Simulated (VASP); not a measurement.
# BN (P3m1) in VASP: single point with r2SCAN

Aim: the single point of BN with r2SCAN.

All numbers are computed with VASP 6.6.1; they aren't measurements. Logs are shortened: lines on timing, memory, paths and dates and some standing lists are left out, and cuts for length are marked.

## (1) The cell of the first run

It takes space group P3m1 (No. 156, trigonal). The conventional cell has a = 2.544 Å, b = 2.544 Å, c = 12.473 Å, α = 90.00°, β = 90.00°, γ = 120.00°. Within 2.1 Å of B (site symmetry 3m) lie 4 N at 1.56 to 1.58 Å. Within 2.1 Å of B (site symmetry 3m) lie 4 N at 1.56 to 1.58 Å. B (site symmetry 3m) has 4 N at 1.56 to 1.58 Å within 2.1 Å. Within 1.9 Å of B (site symmetry 3m) lie 4 N at 1.43 to 1.56 Å. Within 2.1 Å of B (site symmetry 3m) lie 4 N at 1.56 to 1.58 Å. B (site symmetry 3m) has 4 N at 1.56 to 1.58 Å within 2.1 Å. N (site symmetry 3m) has 4 B at 1.56 to 1.58 Å within 2.1 Å. Within 2.1 Å of N (site symmetry 3m) lie 4 B at 1.56 to 1.58 Å.

## (2) Single point, r2SCAN (the distance across one plane changed)

File POSCAR:

```
BN
1.0
   -2.5439665234      0.0000000000      0.0000000000
   -1.2719832617     -2.2031396357      0.0000000000
    0.0000000000      0.0000000000     12.4732348039
B N
6 6
Direct
    0.6666666667      0.6666666667      0.2318718284
    0.6666666667      0.6666666667      0.5692137449
    0.6666666667      0.6666666667      0.9065556615
    0.3333333333      0.3333333333      0.0632008701
    0.3333333333      0.3333333333      0.4005427866
    0.3333333333      0.3333333333      0.7378847032
    0.6666666667      0.6666666667      0.1055038224
    0.6666666667      0.6666666667      0.4428457390
    0.6666666667      0.6666666667      0.7801876556
    0.3333333333      0.3333333333      0.9488586139
    0.3333333333      0.3333333333      0.2741747807
    0.3333333333      0.3333333333      0.6115166973
```

File INCAR.step1:

```
SYSTEM = BN
PREC = Accurate
ENCUT = 520
ISMEAR = 0
SIGMA = 0.05
LREAL = .FALSE.
LASPH = .TRUE.
NELM = 60
NBANDS = 36
GGA = PE
ALGO = Normal
EDIFF = 1E-4
LWAVE = .TRUE.
LCHARG = .FALSE.
```

File INCAR.step2:

```
SYSTEM = BN
PREC = Accurate
ENCUT = 520
EDIFF = 1E-6
ISMEAR = 0
SIGMA = 0.05
LREAL = .FALSE.
LASPH = .TRUE.
NELM = 60
ALGO = Normal
ISIF = 2
LWAVE = .FALSE.
LCHARG = .FALSE.
METAGGA = R2SCAN
LMIXTAU = .TRUE.
NBANDS = 36
ISTART = 1
```

File KPOINTS:

```
Automatic mesh
0
G
  10 10 2
  0 0 0
```

Potentials or basis: VASP PAW PBE potentials, release 64 (B, N).

Started as:

```
> cat potpaw_PBE.64/B/POTCAR potpaw_PBE.64/N/POTCAR > POTCAR
> cp INCAR.step1 INCAR
> mpirun -np 1 vasp_std > vasp.out
> cp INCAR.step2 INCAR
> mpirun -np 1 vasp_std > vasp.out
```

OUTCAR:

```text
SYSTEM = BN
   PREC = Accurate
   ENCUT = 520
   EDIFF = 1E-6
   ISMEAR = 0
   LREAL = .FALSE.
   LASPH = .TRUE.
   NELM = 60
   ISIF = 2
   METAGGA = R2SCAN
   ISTART = 1

 ion  position               nearest neighbor table
   1  0.667  0.667  0.232-  11 1.56  11 1.56  11 1.56   7 1.58
   2  0.667  0.667  0.569-  12 1.56  12 1.56  12 1.56   8 1.58
   3  0.667  0.667  0.907-  10 1.56  10 1.56  10 1.56   9 1.58
   4  0.333  0.333  0.063-  10 1.43   7 1.56   7 1.56   7 1.56
   5  0.333  0.333  0.401-   8 1.56   8 1.56   8 1.56  11 1.58
   6  0.333  0.333  0.738-   9 1.56   9 1.56   9 1.56  12 1.58
   7  0.667  0.667  0.106-   4 1.56   4 1.56   4 1.56   1 1.58
   8  0.667  0.667  0.443-   5 1.56   5 1.56   5 1.56   2 1.58
   9  0.667  0.667  0.780-   6 1.56   6 1.56   6 1.56   3 1.58
  10  0.333  0.333  0.949-   4 1.43   3 1.56   3 1.56   3 1.56
  11  0.333  0.333  0.274-   1 1.56   1 1.56   1 1.56   5 1.58
  12  0.333  0.333  0.612-   2 1.56   2 1.56   2 1.56   6 1.58

  LATTYP: Found a hexagonal cell.
 ALAT       =     2.5439665235
 C/A-ratio  =     4.9030656217

  Lattice vectors:

 A1 = (   1.2719832617,   2.2031396357,   0.0000000000)
 A2 = (  -2.5439665234,   0.0000000000,   0.0000000000)
 A3 = (   0.0000000000,   0.0000000000,  12.4732348039)

Analysis of symmetry for initial positions (statically):
=====================================================================
 Subroutine PRICEL returns:
 Original cell was already a primitive cell.

 Routine SETGRP: Setting up the symmetry group for a
 hexagonal supercell.

 Subroutine GETGRP returns: Found  6 space group operations
 (whereof  6 operations were pure point group operations)
 out of a pool of 24 trial point group operations.

The static configuration has the point symmetry C_3v.

Analysis of symmetry for dynamics (positions and initial velocities):
=====================================================================
 Subroutine PRICEL returns:
 Original cell was already a primitive cell.

 Routine SETGRP: Setting up the symmetry group for a
 hexagonal supercell.

 Subroutine GETGRP returns: Found  6 space group operations
 (whereof  6 operations were pure point group operations)
 out of a pool of 24 trial point group operations.

The dynamic configuration has the point symmetry C_3v.

 Subroutine INISYM returns: Found  6 space group operations
 (whereof  6 operations are pure point group operations),
 and found     1 'primitive' translations

----------------------------------------------------------------------------------------

                                     Primitive cell

  volume of cell :      69.9089

  direct lattice vectors                    reciprocal lattice vectors
    -2.543966523  0.000000000  0.000000000    -0.393086934  0.226948847  0.000000000
    -1.271983262 -2.203139636  0.000000000     0.000000000 -0.453897694  0.000000000
     0.000000000  0.000000000 12.473234804     0.000000000  0.000000000  0.080171665

  length of vectors
     2.543966523  2.543966523 12.473234804     0.453897694  0.453897694  0.080171665

  position of ions in fractional coordinates (direct lattice)
     0.666666667  0.666666667  0.231871828
     0.666666667  0.666666667  0.569213745
     0.666666667  0.666666667  0.906555662
     0.333333333  0.333333333  0.063200870
     0.333333333  0.333333333  0.400542787
     0.333333333  0.333333333  0.737884703
     0.666666667  0.666666667  0.105503822
     0.666666667  0.666666667  0.442845739
     0.666666667  0.666666667  0.780187656
     0.333333333  0.333333333  0.948858614
     0.333333333  0.333333333  0.274174781
     0.333333333  0.333333333  0.611516697

  ion indices of the primitive-cell ions
   primitive index   ion index
                 1           1
                 2           2
                 3           3
                 4           4
                 5           5
                 6           6
                 7           7
                 8           8
                 9           9
                10          10
                11          11
                12          12

----------------------------------------------------------------------------------------

 KPOINTS: Automatic mesh

Automatic generation of k-mesh.
 Grid dimensions read from file:
 generate k-points for:   10   10    2

 Generating k-lattice:

  Cartesian coordinates                     Fractional coordinates (reciprocal lattice)
    -0.039308693  0.022694885  0.000000000     0.100000000 -0.000000000  0.000000000
     0.000000000 -0.045389769  0.000000000     0.000000000  0.100000000  0.000000000
     0.000000000  0.000000000  0.040085832     0.000000000  0.000000000  0.500000000

  Length of vectors
     0.045389769  0.045389769  0.040085832

  Shift w.r.t. Gamma in fractional coordinates (k-lattice)
     0.000000000  0.000000000  0.000000000

 Subroutine IBZKPT returns following result:
 ===========================================

 Found     28 irreducible k-points:

 Following reciprocal coordinates:
            Coordinates               Weight
  0.000000  0.000000  0.000000      1.000000
  0.100000  0.000000  0.000000      6.000000
  0.200000  0.000000  0.000000      6.000000
  0.300000  0.000000  0.000000      6.000000
  0.400000  0.000000  0.000000      6.000000
  0.500000  0.000000  0.000000      3.000000
[... 16 lines left out ...]
  0.400000  0.100000  0.500000     12.000000
  0.500000  0.100000  0.500000     12.000000
 [... further k-points ...]
   k-points           NKPTS =     28   k-points in BZ     NKDIM =     28   number of bands    NBANDS=     36
   number of dos      NEDOS =    301   number of ions     NIONS =     12
   total plane-waves  NPLWV =  38400
   dimension x,y,z NGX =    20 NGY =   20 NGZ =   96
   dimension x,y,z NGXF=    40 NGYF=   40 NGZF=  192
   ions per type =               6   6
   NGX,Y,Z   is equivalent  to a cutoff of  13.07, 13.07, 12.80 a.u.
   NGXF,Y,Z  is equivalent  to a cutoff of  26.14, 26.14, 25.59 a.u.
 SYSTEM =  BN
   PREC   = accura    normal or accurate (medium, high low for compatibility)
   ISTART =      1    job   : 0-new  1-cont  2-samecut
   ICHARG =      0    charge: 1-file 2-atom 10-const
   ISPIN  =      1    spin polarized calculation?
   LNONCOLLINEAR =      F non collinear calculations
   LSORBIT =      F    spin-orbit coupling
   LASPH  =      T    aspherical Exc in radial PAW
   ENCUT  =  520.0 eV  38.22 Ry    6.18 a.u.   4.73  4.73 23.19*2*pi/ulx,y,z
   NELM   =     60;   NELMIN=  2; NELMDL=  0     # of ELM steps
   EDIFF  = 0.1E-05   stopping-criterion for ELM
   LREAL  =      F    real-space projection
   EDIFFG = 0.1E-04   stopping-criterion for IOM
   NSW    =      0    number of steps for IOM
   IBRION =     -1    ionic relax: 0-MD 1-quasi-New 2-CG
   NFREE  =      0    steps in history (QN), initial steepest desc. (CG)
   ISIF   =      2    stress and relaxation
   ISYM   =      2    0-nonsym 1-usesym 2-fastsym
   POTIM  = 0.5000    time-step for ionic-motion
   TEBEG  =    0.0;   TEEND  =   0.0 temperature during run
   PSTRESS=    0.0 pullay stress
   NELECT =      48.0000    total number of electrons
   NUPDOWN=      -1.0000    fix difference up-down
   EMIN   =  10.00;   EMAX   =-10.00  energy-range for DOS
   EFERMI =   0.00;   METHOD = LEGACY
   ISMEAR =     0;   SIGMA  =   0.05  broadening in eV -4-tet -1-fermi 0-gaus
   EFERMI_NEDOS =   21; number of points for ismear=-14 and -15
   IALGO  =     38    algorithm
   IMIX   =      4    mixing-type and parameters
     AMIX     =   0.40;   BMIX     =  1.00
     AMIX_MAG =   1.60;   BMIX_MAG =  1.00
  volume/ion in A,a.u.               =       5.83        39.31
  Fermi-wavevector in a.u.,A,eV,Ry     =   1.444257  2.729250 28.380087  2.085878
  Thomas-Fermi vector in A             =   2.562572
   LORBIT       =      0    0 simple, 1 ext, 2 COOP (PROOUT), +10 PAW based schemes
   METAGGA = R2SCAN    functional components
   LHFCALC =     F    Hartree Fock is set to
   AEXX    =    0.0000 exact exchange contribution
   IVDW    =     0    specifies the selected vdW correction
   LEPSILON=     F    determine dielectric tensor
   LRPA    =     F    only Hartree local field effects (RPA)
 non-spin polarized calculation
 Gauss-broadening in eV      SIGMA  =   0.05
  energy-cutoff  :      520.00
  volume of cell :       69.91
 maximum number of plane-waves:      1919
   NGX =  9   NGY =  9   NGZ = 47

 number of electron      48.0000004 magnetization

 Free energy of the ion-electron system (eV)
  ---------------------------------------------------
  ext. energy  EPLUGINS =         0.00000000
  ---------------------------------------------------
  free energy    TOTEN  =      -114.47682093 eV

  energy without entropy =     -114.47682093  energy(sigma->0) =     -114.47682093

 E-fermi :   8.0098     XC(G=0): -13.7055

 val. band max:        7.6922355042   @ k =   0.0000   0.0000   0.0000
 cond. band min:      13.4201571392   @ k =  -0.4000   0.3000   0.0000
 fundamental gap:      5.7279216350
 Fermi energy:         8.0098298262

 k-point     1 :       0.0000    0.0000    0.0000
  band No.  band energies     occupation
      1     -14.2734      2.00000
      2     -13.4822      2.00000
      3     -13.1675      2.00000
      4     -11.5300      2.00000
      5     -11.2434      2.00000
      6      -9.6011      2.00000
[... 28 lines left out ...]
     35      18.0003      0.00000
     36      18.2631      0.00000

 k-point     2 :       0.1000    0.0000    0.0000
  band No.  band energies     occupation
      1     -14.0494      2.00000
      2     -13.2611      2.00000
      3     -12.9468      2.00000
      4     -11.3278      2.00000
      5     -11.0422      2.00000
      6      -9.4311      2.00000
[... 28 lines left out ...]
     35      18.5742      0.00000
     36      18.7387      0.00000

 k-point     3 :       0.2000    0.0000    0.0000
  band No.  band energies     occupation
      1     -13.3897      2.00000
      2     -12.6114      2.00000
      3     -12.2988      2.00000
      4     -10.7448      2.00000
      5     -10.4627      2.00000
      6      -8.9602      2.00000
[... 28 lines left out ...]
     35      19.3334      0.00000
     36      19.4725      0.00000

 k-point     4 :       0.3000    0.0000    0.0000
  band No.  band energies     occupation
      1     -12.3429      2.00000
      2     -11.5868      2.00000
      3     -11.2789      2.00000
      4      -9.8798      2.00000
      5      -9.6075      2.00000
      6      -8.3560      2.00000
[... 28 lines left out ...]
     35      20.1124      0.00000
     36      20.4502      0.00000

 k-point     5 :       0.4000    0.0000    0.0000
  band No.  band energies     occupation
      1     -11.0604      2.00000
      2     -10.3516      2.00000
      3     -10.0564      2.00000
      4      -9.0446      2.00000
      5      -8.7950      2.00000
      6      -8.0724      2.00000
[... 655 lines left out ...]
 k-point    22 :       0.3000    0.1000    0.5000
  band No.  band energies     occupation
      1     -12.7258      2.00000
      2     -12.1773      2.00000
      3     -11.1928      2.00000
      4     -10.9138      2.00000
      5      -9.2314      2.00000
      6      -8.8771      2.00000
[... 28 lines left out ...]
     35      19.6350      0.00000
     36      19.8573      0.00000

 k-point    23 :       0.4000    0.1000    0.5000
  band No.  band energies     occupation
      1     -11.5484      2.00000
      2     -10.9906      2.00000
      3     -10.1366      2.00000
      4      -9.8705      2.00000
      5      -8.5781      2.00000
      6      -8.2416      2.00000
[... 28 lines left out ...]
     35      20.1181      0.00000
     36      20.2268      0.00000

 k-point    24 :       0.5000    0.1000    0.5000
  band No.  band energies     occupation
      1     -10.3524      2.00000
      2      -9.7640      2.00000
      3      -9.2074      2.00000
      4      -8.9708      2.00000
      5      -8.4344      2.00000
      6      -8.1341      2.00000
[... 28 lines left out ...]
     35      20.5032      0.00000
     36      20.6550      0.00000

 [... further k-points ...]

------------------------ aborting loop because EDIFF is reached ----------------------------------------

  FORCE on cell =-STRESS in cart. coord.  units (eV):
  Direction    XX          YY          ZZ          XY          YZ          ZX
  --------------------------------------------------------------------------------------
  -------------------------------------------------------------------------------------
  Total        0.8359892      0.8359892      7.9412495      0.0000000      0.0000000     -0.0000000
  in kB       19.1592612     19.1592612    181.9981224      0.0000000      0.0000000     -0.0000000
  external PRESSURE =      73.4388816 kB  Pullay stress =       0.0000000 kB

 VOLUME and BASIS-vectors are now :
 -----------------------------------------------------------------------------
  energy-cutoff  :      520.00
  volume of cell :       69.91
      direct lattice vectors                 reciprocal lattice vectors
    -2.543966523  0.000000000  0.000000000    -0.393086934  0.226948847  0.000000000
    -1.271983262 -2.203139636  0.000000000     0.000000000 -0.453897694  0.000000000
     0.000000000  0.000000000 12.473234804     0.000000000  0.000000000  0.080171665

 POSITION                                       TOTAL-FORCE (eV/Angst)
 -----------------------------------------------------------------------------------
     -2.54397     -1.46876      2.89219         0.000000      0.000000     -0.161616
     -2.54397     -1.46876      7.09994         0.000000     -0.000000     -0.154708
     -2.54397     -1.46876     11.30768        -0.000000     -0.000000     -0.893815
     -1.27198     -0.73438      0.78832         0.000000      0.000000      3.637155
     -1.27198     -0.73438      4.99606         0.000000     -0.000000     -0.153399
     -1.27198     -0.73438      9.20381         0.000000     -0.000000     -0.168688
     -2.54397     -1.46876      1.31597         0.000000      0.000000      1.188910
     -2.54397     -1.46876      5.52372        -0.000000     -0.000000      0.153668
     -2.54397     -1.46876      9.73146         0.000000     -0.000000      0.174860
     -1.27198     -0.73438     11.83534        -0.000000     -0.000000     -3.934509
     -1.27198     -0.73438      3.41985        -0.000000     -0.000000      0.157845
     -1.27198     -0.73438      7.62759         0.000000      0.000000      0.154296
 -----------------------------------------------------------------------------------
    total drift:                                0.000000      0.000000      0.001579

  FREE ENERGIE OF THE ION-ELECTRON SYSTEM (eV)
  ---------------------------------------------------
  free  energy   TOTEN  =      -114.4768209304 eV

  energy  without entropy=     -114.4768209304  energy(sigma->0) =     -114.47682093
```

Wall time 2.5 min (1 thread of AMD EPYC 9R45 (Zen 5), shared host); peak memory 0.18 GiB.

Results:

```yaml
Free_energy: -114.4768 eV
Pressure: 7.3 GPa
Largest_force: 3.935 eV/Å
Band_gap_on_the_k_mesh: 5.73 eV
```

Forces on the atoms (eV/Å):
```
B    0.000  0.000 -0.162
B    0.000  0.000 -0.155
B    0.000  0.000 -0.894
B    0.000  0.000  3.637
B    0.000  0.000 -0.153
B    0.000  0.000 -0.169
N    0.000  0.000  1.189
N    0.000  0.000  0.154
N    0.000  0.000  0.175
N    0.000  0.000 -3.935
N    0.000  0.000  0.158
N    0.000  0.000  0.154
```

Levels at points of the mesh, in eV from the valence-band top:
```tsv
k point	band 20	band 21	band 22	band 23	band 24	band 25	band 26	band 27	band 28	band 29
(0.00, 0.00, 0.00)	-0.66	-0.66	-0.43	0.00	0.00	8.75	8.75	9.36	9.48	9.56
(0.50, 0.00, 0.00)	-3.62	-3.38	-3.32	-3.13	-2.18	6.83	7.03	7.11	7.36	7.53
(0.00, 0.00, 0.50)	-1.13	-0.40	-0.40	-0.08	-0.08	8.81	8.81	9.25	9.25	9.26
(0.50, 0.00, 0.50)	-3.95	-3.85	-3.61	-2.68	-2.34	6.83	7.11	7.21	7.42	7.78
```

Caveat: the cell differs from its parent crystal (the distance across one plane changed); the stress differs along the axes, from 2 to 18 GPa; the PAW data sets were made with another functional, which shifts forces and pressure a little.
